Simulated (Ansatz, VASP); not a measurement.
# Two plane-wave programs on BN

```
B N
1.0
     2.51575    0.00000    0.00000
    -1.25788    2.17870    0.00000
     0.00000    0.00000    4.13518
B N
2 2
Direct
  0.33333 0.66667 0.99977
  0.66667 0.33333 0.49977
  0.33333 0.66667 0.37423
  0.66667 0.33333 0.87423
```

Change from the starting cell: strained cell.

Alike in both runs: functional PBE; k mesh 9 × 9 × 6; occupations gaussian, width 0.02 eV; no spin polarisation.

Ansatz relaxed the structure, and its values are those at the end. VASP's run is a single point on that final structure, the one shown.

|  | VASP | Ansatz |
| --- | --- | --- |
| version | VASP 6.6.1 | Ansatz 0.2.0 |
| potentials or method | VASP PAW PBE potentials, release 64 (B, N), cutoff 520 eV | scalar-relativistic, plane waves, PAW |
| valence electrons in the cell | 16 | 16 |

Ansatz gave:

```
gap on the k mesh at the Fermi level (eV) : 5.15
least direct gap on the mesh (eV)         : 8.45
pressure (GPa)                            : 21.0
```

Task: Estimate VASP's values.

Result: gap on the k mesh at the Fermi level (eV): 5.14; least direct gap on the mesh (eV): 8.45; pressure (GPa): 21.7.

Ansatz's warnings: stress scf threshold loose.
